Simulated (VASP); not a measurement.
# S (P4/mmm) in VASP: further runs, part 2 of 2

VASP 6.6.1.

## 3. Single point, PBE

This run uses another cell than the first one, of 25.30 Å³/atom, 0.989 times its volume.

INCAR

```
SYSTEM = S
ALGO     = Normal         ! electronic algorithm
EDIFF    = 1E-7           ! SCF threshold, eV
ENCUT    = 520            ! plane-wave cutoff, eV
GGA      = PE             ! functional
ISIF     = 2              ! what is computed and relaxed
ISMEAR   = 0              ! smearing method
LASPH    = .TRUE.         ! aspherical terms in the spheres
LCHARG   = .FALSE.        ! write CHGCAR
LREAL    = .FALSE.        ! projectors in reciprocal space
LWAVE    = .FALSE.        ! write WAVECAR
NBANDS   = 9              ! bands
NELM     = 60             ! most SCF steps
PREC     = Accurate       ! precision mode
SIGMA    = 0.1            ! smearing width, eV
```

KPOINTS

```
k-points
0
G
  24 24 12
  0 0 0
```

POSCAR

```
S
1.0
    2.3655144043      0.0000000000      0.0000000000
    0.0000000000      2.3655144043      0.0000000000
    0.0000000000      0.0000000000      4.5217807932
S
1
Direct
    0.0000000000      0.0000000000      0.0000000000
```

Potentials or basis: VASP PAW PBE potentials, release 64 (S).

Run with:

```sh
$ cat potpaw_PBE.64/S/POTCAR > POTCAR
$ mpirun -np 1 vasp_std > vasp.out
```

OUTCAR:

```text
SYSTEM = S
   EDIFF = 1E-7
   ENCUT = 520
   GGA = PE
   ISIF = 2
   ISMEAR = 0
   LASPH = .TRUE.
   LREAL = .FALSE.
   NELM = 60
   PREC = Accurate

 ion  position               nearest neighbor table
   1  0.000  0.000  0.000-

  LATTYP: Found a simple tetragonal cell.
 ALAT       =     2.3655144043
 C/A-ratio  =     1.9115422781

  Lattice vectors:

 A1 = (   2.3655144043,   0.0000000000,   0.0000000000)
 A2 = (   0.0000000000,   2.3655144043,   0.0000000000)
 A3 = (   0.0000000000,   0.0000000000,   4.5217807932)

Analysis of symmetry for initial positions (statically):
=====================================================================
 Subroutine PRICEL returns:
 Original cell was already a primitive cell.

 Routine SETGRP: Setting up the symmetry group for a
 simple tetragonal supercell.

 Subroutine GETGRP returns: Found 16 space group operations
 (whereof 16 operations were pure point group operations)
 out of a pool of 16 trial point group operations.

The static configuration has the point symmetry D_4h.

Analysis of symmetry for dynamics (positions and initial velocities):
=====================================================================
 Subroutine PRICEL returns:
 Original cell was already a primitive cell.

 Routine SETGRP: Setting up the symmetry group for a
 simple tetragonal supercell.

 Subroutine GETGRP returns: Found 16 space group operations
 (whereof 16 operations were pure point group operations)
 out of a pool of 16 trial point group operations.

The dynamic configuration has the point symmetry D_4h.

 Subroutine INISYM returns: Found 16 space group operations
 (whereof 16 operations are pure point group operations),
 and found     1 'primitive' translations

----------------------------------------------------------------------------------------

                                     Primitive cell

  volume of cell :      25.3023

  direct lattice vectors                    reciprocal lattice vectors
     2.365514404  0.000000000  0.000000000     0.422741032  0.000000000  0.000000000
     0.000000000  2.365514404  0.000000000     0.000000000  0.422741032  0.000000000
     0.000000000  0.000000000  4.521780793     0.000000000  0.000000000  0.221151808

  length of vectors
     2.365514404  2.365514404  4.521780793     0.422741032  0.422741032  0.221151808

  position of ions in fractional coordinates (direct lattice)
     0.000000000  0.000000000  0.000000000

  ion indices of the primitive-cell ions
   primitive index   ion index
                 1           1

----------------------------------------------------------------------------------------

 KPOINTS: k-points

Automatic generation of k-mesh.
 Grid dimensions read from file:
 generate k-points for:   24   24   12

 Generating k-lattice:

  Cartesian coordinates                     Fractional coordinates (reciprocal lattice)
     0.017614210  0.000000000  0.000000000     0.041666667  0.000000000  0.000000000
     0.000000000  0.017614210  0.000000000     0.000000000  0.041666667  0.000000000
     0.000000000  0.000000000  0.018429317     0.000000000  0.000000000  0.083333333

  Length of vectors
     0.017614210  0.017614210  0.018429317

  Shift w.r.t. Gamma in fractional coordinates (k-lattice)
     0.000000000  0.000000000  0.000000000

 Subroutine IBZKPT returns following result:
 ===========================================

 Found    637 irreducible k-points:

 Following reciprocal coordinates:
            Coordinates               Weight
  0.000000  0.000000  0.000000      1.000000
  0.041667  0.000000  0.000000      4.000000
  0.083333  0.000000  0.000000      4.000000
  0.125000  0.000000  0.000000      4.000000
  0.166667  0.000000  0.000000      4.000000
  0.208333  0.000000  0.000000      4.000000
[... 16 lines left out ...]
  0.416667  0.041667  0.000000      8.000000
  0.458333  0.041667  0.000000      8.000000
 [... further k-points ...]
   k-points           NKPTS =    637   k-points in BZ     NKDIM =    637   number of bands    NBANDS=      9
   number of dos      NEDOS =    301   number of ions     NIONS =      1
   total plane-waves  NPLWV =  11664
   dimension x,y,z NGX =    18 NGY =   18 NGZ =   36
   dimension x,y,z NGXF=    36 NGYF=   36 NGZF=   72
   ions per type =               1
   NGX,Y,Z   is equivalent  to a cutoff of  12.65, 12.65, 13.24 a.u.
   NGXF,Y,Z  is equivalent  to a cutoff of  25.30, 25.30, 26.47 a.u.
 SYSTEM =  S
   PREC   = accura    normal or accurate (medium, high low for compatibility)
   ISTART =      0    job   : 0-new  1-cont  2-samecut
   ICHARG =      2    charge: 1-file 2-atom 10-const
   ISPIN  =      1    spin polarized calculation?
   LNONCOLLINEAR =      F non collinear calculations
   LSORBIT =      F    spin-orbit coupling
   LASPH  =      T    aspherical Exc in radial PAW
   ENCUT  =  520.0 eV  38.22 Ry    6.18 a.u.   4.40  4.40  8.41*2*pi/ulx,y,z
   NELM   =     60;   NELMIN=  2; NELMDL= -5     # of ELM steps
   EDIFF  = 0.1E-06   stopping-criterion for ELM
   LREAL  =      F    real-space projection
   EDIFFG = 0.1E-05   stopping-criterion for IOM
   NSW    =      0    number of steps for IOM
   IBRION =     -1    ionic relax: 0-MD 1-quasi-New 2-CG
   NFREE  =      0    steps in history (QN), initial steepest desc. (CG)
   ISIF   =      2    stress and relaxation
   ISYM   =      2    0-nonsym 1-usesym 2-fastsym
   POTIM  = 0.5000    time-step for ionic-motion
   TEBEG  =    0.0;   TEEND  =   0.0 temperature during run
   PSTRESS=    0.0 pullay stress
   NELECT =       6.0000    total number of electrons
   NUPDOWN=      -1.0000    fix difference up-down
   EMIN   =  10.00;   EMAX   =-10.00  energy-range for DOS
   EFERMI =   0.00;   METHOD = LEGACY
   ISMEAR =     0;   SIGMA  =   0.10  broadening in eV -4-tet -1-fermi 0-gaus
   EFERMI_NEDOS =   21; number of points for ismear=-14 and -15
   IALGO  =     38    algorithm
   IMIX   =      4    mixing-type and parameters
     AMIX     =   0.40;   BMIX     =  1.00
     AMIX_MAG =   1.60;   BMIX_MAG =  1.00
  volume/ion in A,a.u.               =      25.30       170.75
  Fermi-wavevector in a.u.,A,eV,Ry     =   1.013301  1.914861 13.970167  1.026778
  Thomas-Fermi vector in A             =   2.146461
   LORBIT       =      0    0 simple, 1 ext, 2 COOP (PROOUT), +10 PAW based schemes
   GGA     = PE    functional components
   LHFCALC =     F    Hartree Fock is set to
   AEXX    =    0.0000 exact exchange contribution
   IVDW    =     0    specifies the selected vdW correction
   LEPSILON=     F    determine dielectric tensor
   LRPA    =     F    only Hartree local field effects (RPA)
 non-spin polarized calculation
 Gauss-broadening in eV      SIGMA  =   0.10
  energy-cutoff  :      520.00
  volume of cell :       25.30
 maximum number of plane-waves:       701
 NGX is ok and might be reduce to    18
   NGX =  9   NGY =  9   NGZ = 17

 number of electron       6.0000001 magnetization

 Free energy of the ion-electron system (eV)
  ---------------------------------------------------
  ext. energy  EPLUGINS =         0.00000000
  ---------------------------------------------------
  free energy    TOTEN  =        -3.64283514 eV

  energy without entropy =       -3.64073405  energy(sigma->0) =       -3.64178459

 E-fermi :   2.5586     XC(G=0):  -8.1341

 val. band max:        2.5413844954   @ k =   0.3750   0.3750   0.4167
 cond. band min:       2.5596087743   @ k =   0.4167   0.3333   0.3333
 fundamental gap:      0.0182242789
 Fermi energy:         2.5585620021

 k-point     1 :       0.0000    0.0000    0.0000
  band No.  band energies     occupation
      1     -14.1467      2.00000
      2      -1.9966      2.00000
      3       6.1206      0.00000
      4       7.0670      0.00000
      5       7.0670      0.00000
      6      11.3127      0.00000
      7      16.1197      0.00000
      8      19.9045      0.00000
      9      22.3499      0.00000

 k-point     2 :       0.0417    0.0000    0.0000
  band No.  band energies     occupation
      1     -14.1064      2.00000
      2      -1.9603      2.00000
      3       6.1555      0.00000
      4       6.5713      0.00000
      5       7.0950      0.00000
      6      11.7121      0.00000
      7      16.2950      0.00000
      8      19.6818      0.00000
      9      22.1662      0.00000
[... 253 lines left out ...]
 k-point    24 :       0.4583    0.0417    0.0000
  band No.  band energies     occupation
      1     -10.1144      2.00000
      2      -5.2432      2.00000
      3       1.1983      2.00000
      4       8.8767      0.00000
      5       9.0324      0.00000
      6      11.3883      0.00000
      7      13.9539      0.00000
      8      17.9469      0.00000
      9      18.6919      0.00000

 [... further k-points ...]
[... 5 lines left out ...]
  --------------------------------------------------------------------------------------
  -------------------------------------------------------------------------------------
  Total       -0.0381919     -0.0381919     -0.0079750      0.0000000      0.0000000      0.0000000
  in kB       -2.4183581     -2.4183581     -0.5049860      0.0000000      0.0000000      0.0000000
  external PRESSURE =      -1.7805674 kB  Pullay stress =       0.0000000 kB

 VOLUME and BASIS-vectors are now :
 -----------------------------------------------------------------------------
  energy-cutoff  :      520.00
  volume of cell :       25.30
      direct lattice vectors                 reciprocal lattice vectors
     2.365514404  0.000000000  0.000000000     0.422741032  0.000000000  0.000000000
     0.000000000  2.365514404  0.000000000     0.000000000  0.422741032  0.000000000
     0.000000000  0.000000000  4.521780793     0.000000000  0.000000000  0.221151808

 POSITION                                       TOTAL-FORCE (eV/Angst)
 -----------------------------------------------------------------------------------
      0.00000      0.00000      0.00000         0.000000      0.000000      0.000000
 -----------------------------------------------------------------------------------
    total drift:                               -0.000000      0.000000      0.000000

  FREE ENERGIE OF THE ION-ELECTRON SYSTEM (eV)
  ---------------------------------------------------
  free  energy   TOTEN  =        -3.6428351358 eV

  energy  without entropy=       -3.6407340480  energy(sigma->0) =       -3.64178459
```

It took 41 s on 1 thread of Intel Xeon 6975P-C (Granite Rapids), shared host; peak memory 0.22 GiB.

What came out:

```yaml
Free_energy: -3.6428 eV
Pressure: -0.2 GPa
Band_gap_on_the_k_mesh: zero (band 3 reaches 7.08 eV, above the bottom of band 4 at 1.09 eV)
```

Stress tensor (GPa, compression positive):
```
-0.24  0.00  0.00
 0.00 -0.24  0.00
 0.00  0.00 -0.05
```

Levels at points of the mesh, in eV from the Fermi level:
```csv
k point,band 1,band 2,band 3,band 4,band 5,band 6,band 7
"(0.00, 0.00, 0.00)",-16.71,-4.56,3.56,4.51,4.51,8.75,13.56
"(0.50, 0.00, 0.00)",-12.54,-8.09,-1.29,6.25,6.74,9.20,10.85
"(0.50, 0.50, 0.00)",-7.94,-5.10,-5.10,1.55,3.52,10.13,10.13
"(0.00, 0.00, 0.50)",-16.67,-5.16,4.52,4.52,7.86,8.77,8.80
"(0.50, 0.00, 0.50)",-12.51,-8.05,-1.65,5.05,6.75,12.45,13.59
"(0.50, 0.50, 0.50)",-7.91,-5.08,-5.08,1.34,3.60,9.39,9.39
```
